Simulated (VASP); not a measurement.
# HfO2 (P4_2/mnm) in VASP: vibrations by perturbation theory with PBE

Aim: the vibrations by perturbation theory of HfO2 with PBE.

Everything below comes from runs of VASP 6.6.1. Logs are shortened: lines on timing, memory, paths and dates and some standing lists are left out, and cuts for length are marked.

## 1. The cell of the first run

It takes space group P4_2/mnm (No. 136, tetragonal). Conventional cell: a = 4.881 Å, b = 4.881 Å, c = 3.237 Å, α = 90.00°, β = 90.00°, γ = 90.00°. Hf (site symmetry mmm) has 6 O at 2.10 to 2.11 Å within 2.8 Å. Within 2.8 Å of O (site symmetry m2m) lie 3 Hf at 2.10 to 2.11 Å and 1 O at 2.69 Å.

## 2. Vibrations by perturbation theory, PBE

The input, INCAR:

```
ALGO = Normal
EDIFF = 1E-8
ENCUT = 520
GGA = PE
IBRION = 8
ISIF = 2
ISMEAR = 0
LASPH = T
LCHARG = T
LEPSILON = T
LREAL = F
LWAVE = F
NELM = 100
NSW = 1
PREC = Accurate
SIGMA = 0.01
```

The input, KPOINTS:

```
k-points
0
Gamma
  6 6 8
```

The input, POSCAR:

```
HfO2
1.0
    4.8807051869      0.0000000000      0.0000000000
    0.0000000000      4.8807051869      0.0000000000
    0.0000000000      0.0000000000      3.2374960409
Hf O
2 4
Direct
    0.0000000000      0.0000000000      0.0000000000
    0.5000000000      0.5000000000      0.5000000000
    0.1948188800      0.8051811200      0.5000000000
    0.3051811200      0.3051811200      0.0000000000
    0.6948188800      0.6948188800      0.0000000000
    0.8051811200      0.1948188800      0.5000000000
```

Potentials or basis: VASP PAW PBE potentials, release 64 (Hf_pv, O).

The run is started by

```sh
$ cat potpaw_PBE.64/Hf_pv/POTCAR potpaw_PBE.64/O/POTCAR > POTCAR
$ mpirun -np 1 vasp_std > vasp.out
```

OUTCAR:

```text
EDIFF = 1E-8
   ENCUT = 520
   GGA = PE
   IBRION = 8
   ISIF = 2
   ISMEAR = 0
   LASPH = T
   LEPSILON = T
   LREAL = F
   NELM = 100
   NSW = 1
   PREC = Accurate

 ion  position               nearest neighbor table
   1  0.000  0.000  0.000-   3 2.10   6 2.10   3 2.10   6 2.10   5 2.11   4 2.11   2 3.81   2 3.81
                             2 3.81   2 3.81   2 3.81   2 3.81   2 3.81   2 3.81
   2  0.500  0.500  0.500-   4 2.10   5 2.10   4 2.10   5 2.10   3 2.11   6 2.11   1 3.81   1 3.81
                             1 3.81   1 3.81   1 3.81   1 3.81   1 3.81   1 3.81
   3  0.195  0.805  0.500-   1 2.10   1 2.10   2 2.11
   4  0.305  0.305  0.000-   2 2.10   2 2.10   1 2.11
   5  0.695  0.695  0.000-   2 2.10   2 2.10   1 2.11
   6  0.805  0.195  0.500-   1 2.10   1 2.10   2 2.11

  LATTYP: Found a simple tetragonal cell.
 ALAT       =     4.8807051869
 C/A-ratio  =     0.6633254657

  Lattice vectors:

 A1 = (   4.8807051869,   0.0000000000,   0.0000000000)
 A2 = (   0.0000000000,   4.8807051869,   0.0000000000)
 A3 = (   0.0000000000,   0.0000000000,   3.2374960409)

Analysis of symmetry for initial positions (statically):
=====================================================================
 Subroutine PRICEL returns:
 Original cell was already a primitive cell.

 Routine SETGRP: Setting up the symmetry group for a
 simple tetragonal supercell.

 Subroutine GETGRP returns: Found 16 space group operations
 (whereof  8 operations were pure point group operations)
 out of a pool of 16 trial point group operations.

The static configuration has the point symmetry D_2h.
 The point group associated with its full space group is D_4h.

Analysis of symmetry for dynamics (positions and initial velocities):
=====================================================================
 Subroutine PRICEL returns:
 Original cell was already a primitive cell.

 Routine SETGRP: Setting up the symmetry group for a
 simple tetragonal supercell.

 Subroutine GETGRP returns: Found 16 space group operations
 (whereof  8 operations were pure point group operations)
 out of a pool of 16 trial point group operations.

The dynamic configuration has the point symmetry D_2h.
 The point group associated with its full space group is D_4h.

 Subroutine INISYM returns: Found 16 space group operations
 (whereof  8 operations are pure point group operations),
 and found     1 'primitive' translations

----------------------------------------------------------------------------------------

                                     Primitive cell

  volume of cell :      77.1213

  direct lattice vectors                    reciprocal lattice vectors
[... 948 lines left out ...]
  y     0.00000     0.00000     0.00000     0.00000     0.00000     0.00000
  z     0.00000     0.00000     0.00000     0.00000     0.00000     0.00000

 PIEZOELECTRIC TENSOR (including local field effects)  for field in x, y, z        (C/m^2)
          XX          YY          ZZ          XY          YZ          ZX
  --------------------------------------------------------------------------------
  x     0.00000     0.00000     0.00000     0.00000     0.00000     0.00000
  y     0.00000     0.00000     0.00000     0.00000     0.00000     0.00000
  z     0.00000     0.00000     0.00000     0.00000     0.00000     0.00000

 BORN EFFECTIVE CHARGES (including local field effects) (in |e|, cummulative output)
 ---------------------------------------------------------------------------------
 ion    1
    1     5.28887     0.63175     0.00000
    2     0.63175     5.28887     0.00000
    3     0.00000     0.00000     6.20743
 ion    2
    1     5.28887    -0.63175     0.00000
    2    -0.63175     5.28887     0.00000
    3     0.00000     0.00000     6.20743
 ion    3
    1    -2.64444     1.32062     0.00000
    2     1.32062    -2.64444     0.00000
    3     0.00000     0.00000    -3.10372
 ion    4
    1    -2.64444    -1.32062     0.00000
    2    -1.32062    -2.64444     0.00000
    3     0.00000     0.00000    -3.10372
 ion    5
    1    -2.64444    -1.32062     0.00000
    2    -1.32062    -2.64444     0.00000
    3     0.00000     0.00000    -3.10372
 ion    6
    1    -2.64444     1.32062     0.00000
    2     1.32062    -2.64444     0.00000
    3     0.00000     0.00000    -3.10372

 INTERNAL STRAIN TENSOR FOR ION    6 for displacements in x,y,z  (eV/Angst):
          X           Y           Z          XY          YZ          ZX
  --------------------------------------------------------------------------------
  x     1.32292     0.21736     5.44976     2.31490     0.00000     0.00000
  y    -0.21736    -1.32292    -5.44976    -2.27500     0.00000     0.00000
  z     0.00000     0.00000     0.00000     0.00000    -7.15073     6.51724

 SECOND DERIVATIVES (NOT SYMMETRIZED)
 ------------------------------------
               1X          1Y          1Z          2X          2Y          2Z          3X          3Y          3Z          4X          4Y          4Z          5X          5Y          5Z          6X          6Y          6Z
  1X   -17.861093    1.977482    0.000000   11.985979    0.001234    0.000000    2.798507   -1.645270    0.000000    0.139050    0.655913    0.000000    0.139050    0.655913    0.000000    2.798507   -1.645270    0.000000
  1Y     1.977482  -17.861093    0.000000    0.001234   11.985979    0.000000   -1.645270    2.798507    0.000000    0.655913    0.139050    0.000000    0.655913    0.139050    0.000000   -1.645270    2.798507    0.000000
  1Z     0.000000    0.000000   -6.461316    0.000000    0.000000    0.449682    0.000000    0.000000    2.733743    0.000000    0.000000    0.272074    0.000000    0.000000    0.272074    0.000000    0.000000    2.733743
  2X    11.985979   -0.001234    0.000000  -17.861093   -1.977482    0.000000    0.139050   -0.655913    0.000000    2.798507    1.645270    0.000000    2.798507    1.645270    0.000000    0.139050   -0.655913    0.000000
  2Y    -0.001234   11.985979    0.000000   -1.977482  -17.861093    0.000000   -0.655913    0.139050    0.000000    1.645270    2.798507    0.000000    1.645270    2.798507    0.000000   -0.655913    0.139050    0.000000
  2Z     0.000000    0.000000    0.449682    0.000000    0.000000   -6.461316    0.000000    0.000000    0.272074    0.000000    0.000000    2.733743    0.000000    0.000000    2.733743    0.000000    0.000000    0.272074
  3X     2.799173   -1.646041    0.000000    0.131976   -0.657442    0.000000  -11.384612    6.753141    0.000000   -0.869375   -0.712970    0.000000    4.418710    0.714523    0.000000    4.904128   -4.451210    0.000000
  3Y    -1.646041    2.799173    0.000000   -0.657442    0.131976    0.000000    6.753141  -11.384612    0.000000    0.714523    4.418710    0.000000   -0.712970   -0.869375    0.000000   -4.451210    4.904128    0.000000
  3Z     0.000000    0.000000    2.728900    0.000000    0.000000    0.269356    0.000000    0.000000   -9.140169    0.000000    0.000000    1.486957    0.000000    0.000000    1.486957    0.000000    0.000000    3.168000
  4X     0.131976    0.657442    0.000000    2.799173    1.646041    0.000000   -0.869375    0.712970    0.000000  -11.384612   -6.753141    0.000000    4.904128    4.451210    0.000000    4.418710   -0.714523    0.000000
  4Y     0.657442    0.131976    0.000000    1.646041    2.799173    0.000000   -0.714523    4.418710    0.000000   -6.753141  -11.384612    0.000000    4.451210    4.904128    0.000000    0.712970   -0.869375    0.000000
  4Z     0.000000    0.000000    0.269356    0.000000    0.000000    2.728900    0.000000    0.000000    1.486957    0.000000    0.000000   -9.140169    0.000000    0.000000    3.168000    0.000000    0.000000    1.486957
  5X     0.131976    0.657442    0.000000    2.799173    1.646041    0.000000    4.418710   -0.714523    0.000000    4.904128    4.451210    0.000000  -11.384612   -6.753141    0.000000   -0.869375    0.712970    0.000000
  5Y     0.657442    0.131976    0.000000    1.646041    2.799173    0.000000    0.712970   -0.869375    0.000000    4.451210    4.904128    0.000000   -6.753141  -11.384612    0.000000   -0.714523    4.418710    0.000000
  5Z     0.000000    0.000000    0.269356    0.000000    0.000000    2.728900    0.000000    0.000000    1.486957    0.000000    0.000000    3.168000    0.000000    0.000000   -9.140169    0.000000    0.000000    1.486957
  6X     2.799173   -1.646041    0.000000    0.131976   -0.657442    0.000000    4.904128   -4.451210    0.000000    4.418710    0.714523    0.000000   -0.869375   -0.712970    0.000000  -11.384612    6.753141    0.000000
  6Y    -1.646041    2.799173    0.000000   -0.657442    0.131976    0.000000   -4.451210    4.904128    0.000000   -0.712970   -0.869375    0.000000    0.714523    4.418710    0.000000    6.753141  -11.384612    0.000000
  6Z     0.000000    0.000000    2.728900    0.000000    0.000000    0.269356    0.000000    0.000000    3.168000    0.000000    0.000000    1.486957    0.000000    0.000000    1.486957    0.000000    0.000000   -9.140169

 Eigenvectors and eigenvalues of the dynamical matrix
 ----------------------------------------------------

   1 f  =   22.859084 THz   143.627859 2PiTHz  762.496959 cm-1    94.537532 meV
             X         Y         Z           dx          dy          dz
      0.000000  0.000000  0.000000    -0.000000    0.000000   -0.000000
      2.440353  2.440353  1.618748     0.000000    0.000000    0.000000
      0.950854  3.929852  1.618748    -0.353553    0.353553    0.000000
      1.489499  1.489499  0.000000    -0.353553   -0.353553   -0.000000
      3.391206  3.391206  0.000000     0.353553    0.353553    0.000000
      3.929852  0.950854  1.618748     0.353553   -0.353553   -0.000000
[... 145 lines left out ...]
  18 f/i=    0.003327 THz     0.020902 2PiTHz    0.110965 cm-1     0.013758 meV
             X         Y         Z           dx          dy          dz
      0.000000  0.000000  0.000000    -0.000000   -0.000000   -0.651018
      2.440353  2.440353  1.618748    -0.000000   -0.000000   -0.651018
      0.950854  3.929852  1.618748    -0.000000   -0.000000   -0.195161
      1.489499  1.489499  0.000000    -0.000000   -0.000000   -0.195161
      3.391206  3.391206  0.000000    -0.000000   -0.000000   -0.195161
      3.929852  0.950854  1.618748    -0.000000   -0.000000   -0.195161

--------------------------------------------------------------------------------------------------------

 MACROSCOPIC STATIC DIELECTRIC TENSOR IONIC CONTRIBUTION
 ------------------------------------------------------
          23.714850     0.000000    -0.000000
           0.000000    23.714850    -0.000000
          -0.000000    -0.000000    30.103515
 ------------------------------------------------------

 ELASTIC MODULI CONTR FROM IONIC RELAXATION (kBar)
 Direction    XX          YY          ZZ          XY          YZ          ZX
 --------------------------------------------------------------------------------
 XX         -46.2413     36.7527    -33.5722      0.0000     -0.0000      0.0000
 YY          36.7527    -46.2413    -33.5722      0.0000      0.0000     -0.0000
 ZZ         -33.5722    -33.5722   -237.5681      0.0000     -0.0000     -0.0000
 XY           0.0000      0.0000      0.0000    -25.5954     -0.0000     -0.0000
 YZ          -0.0000      0.0000     -0.0000     -0.0000   -345.2258     -0.0000
 ZX           0.0000     -0.0000     -0.0000     -0.0000     -0.0000   -286.7677
 --------------------------------------------------------------------------------

 PIEZOELECTRIC TENSOR IONIC CONTR  for field in x, y, z        (C/m^2)
          XX          YY          ZZ          XY          YZ          ZX
  --------------------------------------------------------------------------------
  x     0.00000    -0.00000     0.00000     0.00000     0.00000     0.00000
  y     0.00000    -0.00000    -0.00000    -0.00000    -0.00000     0.00000
  z     0.00000    -0.00000    -0.00000    -0.00000     0.00000     0.00000
```

Run time: 69 min. Hardware: 1 thread of Oxide Virtual Turin-like, shared host; peak memory 0.57 GiB.

Results:

```yaml
Electronic_dielectric_tensor_diagonal: 4.45, 4.45, 5.05
Born_charges_mean_of_the_diagonal: Hf +5.60; O -2.80 e
Highest_phonon_frequency_at_Γ_LO-TO_splitting_left_out: 762 cm⁻¹
```

Phonon frequencies in cm⁻¹ (negative: imaginary):
```csv
q point,frequencies
"(0.000, 0.000, 0.000)",0 0 0 91 144 205 205 212 212 245 390 393 433 433 457 457 594 762
```

Electronic dielectric tensor:
```
4.45 0.00 0.00
0.00 4.45 0.00
0.00 0.00 5.05
```

Born effective charge tensors (e):
atom 1, Hf
```
5.29 0.63 0.00
0.63 5.29 0.00
0.00 0.00 6.21
```
atom 2, Hf
```
 5.29 -0.63  0.00
-0.63  5.29  0.00
 0.00  0.00  6.21
```
atom 3, O
```
-2.64  1.32  0.00
 1.32 -2.64  0.00
 0.00  0.00 -3.10
```
atom 4, O
```
-2.64 -1.32  0.00
-1.32 -2.64  0.00
 0.00  0.00 -3.10
```
atom 5, O
```
-2.64 -1.32  0.00
-1.32 -2.64  0.00
 0.00  0.00 -3.10
```
atom 6, O
```
-2.64  1.32  0.00
 1.32 -2.64  0.00
 0.00  0.00 -3.10
```

Caveat: the cell stands under pressure or tension, which shifts response properties; spin-orbit coupling is left out, which moves the levels of the heavy elements.
